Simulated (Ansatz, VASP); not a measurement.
**Nb in VASP and in Ansatz**

The input INCAR:

```
PREC     = Accurate       # precision mode
ENCUT    = 520            # plane-wave cutoff, eV
EDIFF    = 1E-7           # SCF threshold, eV
ISMEAR   = 0              # smearing method
SIGMA    = 0.05           # smearing width, eV
LREAL    = F              # projectors in reciprocal space
LASPH    = T              # aspherical terms in the spheres
NELM     = 60             # most SCF steps
ALGO     = Normal         # electronic algorithm
ISIF     = 2              # what is computed and relaxed
LWAVE    = F              # write WAVECAR
LCHARG   = T              # write CHGCAR
GGA      = PE             # functional
LELF     = T              # ELF
LVHAR    = T            
NBANDS   = 12             # bands
```

KPOINTS

```
Automatic mesh
0
Gamma
  11 11 11
```

Contents of POSCAR:

```
Nb
1.0
    0.0000000000      2.1150000000      2.1150000000
    2.1150000000      0.0000000000      2.1150000000
    2.1150000000      2.1150000000      0.0000000000
Nb
1
Direct
    0.0000000000      0.0000000000      0.0000000000
```

File input.yaml:

```yaml
crystal:
  lattice:
    - [0.0, 2.115, 2.115]
    - [2.115, 0.0, 2.115]
    - [2.115, 2.115, 0.0]
  atoms:
    - { symbol: Nb, position: [0.0, 0.0, 0.0] }
kpoints:
  mp_grid: { grid: [11, 11, 11] }
scf:
  occupations: { method: gaussian, width: 0.05 }
hamiltonian:
  xc: pbe
  pseudopotentials: { kind: all_electron, lapw: { basis_error: 0.001 } }
output:
  forces: true
  stress: true
  eigenvalues: true
```

Alike in both runs: task single point; functional PBE; k mesh 11 × 11 × 11; occupations gaussian, width 0.05 eV; no spin polarisation.

|  | VASP | Ansatz |
| --- | --- | --- |
| version | VASP 6.6.1 | Ansatz 0.2.0 |
| potentials or method | VASP PAW PBE potentials, release 64 (Nb_sv), cutoff 520 eV | all-electron LAPW, scalar-relativistic |

```csv
,VASP,Ansatz,Ansatz less VASP
gap on the k mesh at the Fermi level (eV),none,none,-
pressure (GPa),-2.2,-1.9,+0.30
```

A gap of «none» marks a metal or a gap that the smearing closes. Ansatz ran all-electron here, and VASP with PAW potentials.
